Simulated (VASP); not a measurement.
# TiC (I4/mmm) in VASP: single point with r2SCAN

Aim: the single point of TiC with r2SCAN.

Everything below comes from runs of VASP 6.6.1. Logs are shortened: lines on timing, memory, paths and dates and some standing lists are left out, and cuts for length are marked.

## 1. The cell of the first run

It takes space group I4/mmm (No. 139, tetragonal). Conventional cell: a = 2.877 Å, b = 2.877 Å, c = 4.470 Å, α = 90.00°, β = 90.00°, γ = 90.00°. Within 2.7 Å of Ti (site symmetry 4/mmm) lie 6 C at 2.03 to 2.24 Å. C (site symmetry 4/mmm) has 6 Ti at 2.03 to 2.24 Å within 2.7 Å.

## 2. Single point, r2SCAN (biaxial strain in the a-b plane: -6.0 %, then relaxed in part)

Contents of POSCAR:

```
TiC
1.0
    2.0340794564      2.0340794564      0.0000000000
   -2.0340794564      2.0340794564      0.0000000000
    0.0000000000      0.0000000000      4.4701659273
Ti C
2 2
Direct
    0.0000000000      0.0000000000      0.0000000000
    0.5000000000      0.5000000000      0.5000000000
    0.5000000000      0.5000000000      0.0000000000
    0.0000000000      0.0000000000      0.5000000000
```

Contents of INCAR.step1:

```
PREC = Accurate
ENCUT = 520
ISMEAR = 0
SIGMA = 0.1
LREAL = False
LASPH = True
NELM = 100
NBANDS = 24
GGA = PE
ALGO = Normal
EDIFF = 1E-4
LWAVE = True
LCHARG = False
```

Contents of INCAR.step2:

```
PREC = Accurate
ENCUT = 520
EDIFF = 1E-6
ISMEAR = 0
SIGMA = 0.1
LREAL = False
LASPH = True
NELM = 100
ALGO = Normal
ISIF = 2
LWAVE = False
LCHARG = False
METAGGA = R2SCAN
LMIXTAU = True
NBANDS = 24
ISTART = 1
```

Contents of KPOINTS:

```
Automatic mesh
0
Gamma
  18 18 12
```

Potentials or basis: VASP PAW PBE potentials, release 64 (Ti_sv, C).

Started as:

```console
> cat potpaw_PBE.64/Ti_sv/POTCAR potpaw_PBE.64/C/POTCAR > POTCAR
> cp INCAR.step1 INCAR
> mpirun -np 1 vasp_std > vasp.out
> cp INCAR.step2 INCAR
> mpirun -np 1 vasp_std > vasp.out
```

OUTCAR:

```text
PREC = Accurate
   ENCUT = 520
   EDIFF = 1E-6
   ISMEAR = 0
   LREAL = False
   LASPH = True
   NELM = 100
   ISIF = 2
   METAGGA = R2SCAN
   ISTART = 1

 ion  position               nearest neighbor table
   1  0.000  0.000  0.000-   3 2.03   3 2.03   3 2.03   3 2.03   4 2.24   4 2.24
   2  0.500  0.500  0.500-   4 2.03   4 2.03   4 2.03   4 2.03   3 2.24   3 2.24
   3  0.500  0.500  0.000-   1 2.03   1 2.03   1 2.03   1 2.03   2 2.24   2 2.24
   4  0.000  0.000  0.500-   2 2.03   2 2.03   2 2.03   2 2.03   1 2.24   1 2.24

  LATTYP: Found a simple tetragonal cell.
 ALAT       =     2.8766227542
 C/A-ratio  =     1.5539632094

  Lattice vectors:

 A1 = (   2.0340794564,   2.0340794564,   0.0000000000)
 A2 = (  -2.0340794564,   2.0340794564,   0.0000000000)
 A3 = (   0.0000000000,   0.0000000000,   4.4701659273)

Analysis of symmetry for initial positions (statically):
=====================================================================
 Subroutine PRICEL returns following result:

  LATTYP: Found a body centered tetragonal cell.
 ALAT       =     2.8766227542
 C/A-ratio  =     1.5539632094

  Lattice vectors:

 A1 = (   2.0340794564,   0.0000000000,  -2.2350829636)
 A2 = (  -2.0340794564,   0.0000000000,  -2.2350829637)
 A3 = (   0.0000000000,   2.0340794564,   2.2350829637)

   2 primitive cells build up your supercell.

 Routine SETGRP: Setting up the symmetry group for a
 simple tetragonal supercell.

 Subroutine GETGRP returns: Found 16 space group operations
 (whereof 16 operations were pure point group operations)
 out of a pool of 16 trial point group operations.

The static configuration has the point symmetry D_4h.

Analysis of symmetry for dynamics (positions and initial velocities):
=====================================================================
 Subroutine PRICEL returns following result:

  LATTYP: Found a body centered tetragonal cell.
 ALAT       =     2.8766227542
 C/A-ratio  =     1.5539632094

  Lattice vectors:

 A1 = (   2.0340794564,   0.0000000000,  -2.2350829636)
 A2 = (  -2.0340794564,   0.0000000000,  -2.2350829637)
 A3 = (   0.0000000000,   2.0340794564,   2.2350829637)

   2 primitive cells build up your supercell.

 Routine SETGRP: Setting up the symmetry group for a
 simple tetragonal supercell.

[... 94 lines left out ...]
 SYSTEM =  unknown system
   PREC   = accura    normal or accurate (medium, high low for compatibility)
   ISTART =      1    job   : 0-new  1-cont  2-samecut
   ICHARG =      0    charge: 1-file 2-atom 10-const
   ISPIN  =      1    spin polarized calculation?
   LNONCOLLINEAR =      F non collinear calculations
   LSORBIT =      F    spin-orbit coupling
   LASPH  =      T    aspherical Exc in radial PAW
   ENCUT  =  520.0 eV  38.22 Ry    6.18 a.u.   5.35  5.35  8.31*2*pi/ulx,y,z
   NELM   =    100;   NELMIN=  2; NELMDL=  0     # of ELM steps
   EDIFF  = 0.1E-05   stopping-criterion for ELM
   LREAL  =      F    real-space projection
   EDIFFG = 0.1E-04   stopping-criterion for IOM
   NSW    =      0    number of steps for IOM
   IBRION =     -1    ionic relax: 0-MD 1-quasi-New 2-CG
   NFREE  =      0    steps in history (QN), initial steepest desc. (CG)
   ISIF   =      2    stress and relaxation
   ISYM   =      2    0-nonsym 1-usesym 2-fastsym
   POTIM  = 0.5000    time-step for ionic-motion
   TEBEG  =    0.0;   TEEND  =   0.0 temperature during run
   PSTRESS=    0.0 pullay stress
   NELECT =      32.0000    total number of electrons
   NUPDOWN=      -1.0000    fix difference up-down
   EMIN   =  10.00;   EMAX   =-10.00  energy-range for DOS
   EFERMI =   0.00;   METHOD = LEGACY
   ISMEAR =     0;   SIGMA  =   0.10  broadening in eV -4-tet -1-fermi 0-gaus
   EFERMI_NEDOS =   21; number of points for ismear=-14 and -15
   IALGO  =     38    algorithm
   IMIX   =      4    mixing-type and parameters
     AMIX     =   0.40;   BMIX     =  1.00
     AMIX_MAG =   1.60;   BMIX_MAG =  1.00
  volume/ion in A,a.u.               =       9.25        62.41
  Fermi-wavevector in a.u.,A,eV,Ry     =   1.559894  2.947772 33.106625  2.433268
  Thomas-Fermi vector in A             =   2.663185
   LORBIT       =      0    0 simple, 1 ext, 2 COOP (PROOUT), +10 PAW based schemes
   METAGGA = R2SCAN    functional components
   LHFCALC =     F    Hartree Fock is set to
   AEXX    =    0.0000 exact exchange contribution
   IVDW    =     0    specifies the selected vdW correction
   LEPSILON=     F    determine dielectric tensor
   LRPA    =     F    only Hartree local field effects (RPA)
 non-spin polarized calculation
 Gauss-broadening in eV      SIGMA  =   0.10
  energy-cutoff  :      520.00
  volume of cell :       36.99
 maximum number of plane-waves:      1024
 NGX is ok and might be reduce to    24
   NGX = 11   NGY = 11   NGZ = 17

 number of electron      32.0000002 magnetization

 Free energy of the ion-electron system (eV)
  ---------------------------------------------------
  ext. energy  EPLUGINS =         0.00000000
  ---------------------------------------------------
  free energy    TOTEN  =       -49.03717564 eV

  energy without entropy =      -49.03475834  energy(sigma->0) =      -49.03596699

 E-fermi :  10.6708     XC(G=0): -14.1253

 val. band max:       10.6423721409   @ k =   0.0556   0.0556   0.0833
 cond. band min:      10.6735943834   @ k =   0.0556   0.0000   0.4167
 fundamental gap:      0.0312222425
 Fermi energy:        10.6707867664

 k-point     1 :       0.0000    0.0000    0.0000
  band No.  band energies     occupation
      1     -48.0125      2.00000
      2     -47.8899      2.00000
      3     -23.5923      2.00000
      4     -23.0754      2.00000
      5     -23.0754      2.00000
      6     -23.0100      2.00000
[... 637 lines left out ...]
     23      15.4202      0.00000
     24      16.2279      0.00000

 [... further k-points ...]
[... 5 lines left out ...]
  --------------------------------------------------------------------------------------
  -------------------------------------------------------------------------------------
  Total       12.0343002     12.0343002      0.1939826      0.0000000      0.0000000      0.0000000
  in kB      521.2450674    521.2450674      8.4020215      0.0000000      0.0000000      0.0000000
  external PRESSURE =     350.2973855 kB  Pullay stress =       0.0000000 kB

 VOLUME and BASIS-vectors are now :
 -----------------------------------------------------------------------------
  energy-cutoff  :      520.00
  volume of cell :       36.99
      direct lattice vectors                 reciprocal lattice vectors
     2.034079456  2.034079456  0.000000000     0.245811440  0.245811440  0.000000000
    -2.034079456  2.034079456  0.000000000    -0.245811440  0.245811440  0.000000000
     0.000000000  0.000000000  4.470165927     0.000000000  0.000000000  0.223705343

 POSITION                                       TOTAL-FORCE (eV/Angst)
 -----------------------------------------------------------------------------------
      0.00000      0.00000      0.00000        -0.000000      0.000000      0.000000
      0.00000      2.03408      2.23508        -0.000000      0.000000      0.000000
      0.00000      2.03408      0.00000         0.000000     -0.000000      0.000000
      0.00000      0.00000      2.23508         0.000000     -0.000000      0.000000
 -----------------------------------------------------------------------------------
    total drift:                               -0.000000      0.000000     -0.000000

  FREE ENERGIE OF THE ION-ELECTRON SYSTEM (eV)
  ---------------------------------------------------
  free  energy   TOTEN  =       -49.0371756421 eV

  energy  without entropy=      -49.0347583425  energy(sigma->0) =      -49.03596699
```

OSZICAR.step1:

```text
N       E                     dE             d eps       ncg     rms          rms(c)
DAV:   1     0.348252357872E+03    0.34825E+03   -0.15605E+04 18512   0.165E+03
DAV:   2    -0.694528746444E+01   -0.35520E+03   -0.33713E+03 19424   0.472E+02
DAV:   3    -0.452496092843E+02   -0.38304E+02   -0.37127E+02 30216   0.138E+02
DAV:   4    -0.473261736064E+02   -0.20766E+01   -0.20653E+01 23304   0.286E+01
DAV:   5    -0.473902180945E+02   -0.64044E-01   -0.64040E-01 26512   0.466E+00    0.296E+01
DAV:   6    -0.372465803673E+02    0.10144E+02   -0.51852E+01 22424   0.713E+01    0.842E+00
DAV:   7    -0.367349227251E+02    0.51166E+00   -0.89285E+00 21800   0.275E+01    0.857E+00
DAV:   8    -0.367196971224E+02    0.15226E-01   -0.38101E-01 24208   0.489E+00    0.515E+00
DAV:   9    -0.367375617400E+02   -0.17865E-01   -0.25714E-01 24688   0.464E+00    0.107E+00
DAV:  10    -0.367350398803E+02    0.25219E-02   -0.51992E-02 23248   0.247E+00    0.363E-01
DAV:  11    -0.367339843377E+02    0.10555E-02   -0.45924E-03 24912   0.496E-01    0.506E-02
DAV:  12    -0.367339478044E+02    0.36533E-04   -0.19835E-04 15520   0.146E-01
   1 F= -.36733948E+02 E0= -.36732558E+02  d E =-.277910E-02
```

It took 10 min on 1 thread of Intel Xeon 8259CL, shared host; peak memory 0.4 GiB.

What came out:

```
Free energy            : -49.0372 eV
Pressure               : 35.0 GPa
Band gap on the k mesh : zero (bands 16 and 17 overlap by 1.99 eV)
```

Levels at points of the mesh, in eV from the Fermi level:
| k point | band 14 | band 15 | band 16 | band 17 | band 18 | band 19 |
| --- | --- | --- | --- | --- | --- | --- |
| (0.00, 0.00, 0.00) | 0.46 | 0.46 | 1.20 | 1.20 | 1.33 | 1.43 |
| (0.50, 0.00, 0.00) | -3.66 | -3.29 | -3.29 | 2.85 | 2.85 | 3.73 |
| (0.50, 0.50, 0.00) | -1.86 | -0.37 | -0.37 | -0.23 | -0.23 | 3.04 |
| (0.00, 0.00, 0.50) | -0.86 | 0.21 | 0.21 | 0.21 | 0.21 | 2.67 |
| (0.50, 0.00, 0.50) | -3.67 | -3.48 | -3.48 | 3.38 | 3.38 | 3.75 |
| (0.50, 0.50, 0.50) | -3.09 | -2.76 | -2.76 | 2.54 | 2.54 | 2.54 |

Caveat: the cell differs from its parent crystal (biaxial strain in the a-b plane: -6.0 %, then relaxed in part); the stress differs along the axes, from 1 to 52 GPa; the PAW data sets were made with another functional, which shifts forces and pressure a little.

The gap in the log of VASP goes by the Fermi energy; the results here count the filled bands.